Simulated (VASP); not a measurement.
Wanted: the native input for a VASP 6.6.1 run.

| Property | Result |
| --- | --- |
| Task | single point |
| Functional | PBE |
| Potentials or basis | VASP PAW PBE potentials, release 64 (Sn_d, O_h) |
| Cutoff | 1340 eV |
| k mesh | 8 × 4 × 6 |
| Occupations | fermi-dirac, width 0.02 eV |
| Spin | no spin polarisation |
| Dipole correction | no |
| Further INCAR settings | ALGO = Normal; EDIFF = 1e-06; NBANDS = 28 |

The structure of SnO lies in POSCAR:

```
SnO
1.0
    3.2925448783      0.0000000000      0.0000000000
    0.0000000000      5.7392803112      0.0000000000
    0.0000000000      0.0000000000      3.9880045106
Sn O
2 2
Direct
    0.0000000000      0.2305427654      0.5185351226
    0.5000000000      0.7694572346      0.0185351226
    0.0000000000      0.8924944372      0.7314658774
    0.5000000000      0.1075055628      0.2314658774
```

This cell differs from its parent crystal: strain -0.3%.

The input as run:

INCAR

```
PREC = Accurate ; ENCUT = 1340
EDIFF = 1E-6 ; ISMEAR = -1
SIGMA = 0.02 ; LREAL = F
LASPH = T ; NELM = 120
ALGO = Normal ; ISIF = 2
LWAVE = F ; LCHARG = F
GGA = PE ; NBANDS = 28
GGA_COMPAT = F
```

KPOINTS

```
Automatic mesh
0
Gamma
  8 4 6
```

Potentials or basis: VASP PAW PBE potentials, release 64 (Sn_d, O_h).

Run with:

```bash
$ cat potpaw_PBE.64/Sn_d/POTCAR potpaw_PBE.64/O_h/POTCAR > POTCAR
$ mpirun -np 1 vasp_std > vasp.out
```

It gave:

The pressure is 5.0 GPa, the largest force is 0.615 eV/Å and the band gap on the k mesh is 1.39 eV (least direct gap 2.06 eV).

Caveat: the cell differs from its parent crystal (strain -0.3%); the cell stands under pressure; spin-orbit coupling is left out, which moves the levels of the heavy elements.

Wall time 7.1 min on 1 thread of Intel(R) Xeon(R) Platinum 8259CL CPU @ 2.50GHz (Skylake/Cascade Lake), with other jobs on the host, peak memory 0.67 GiB.
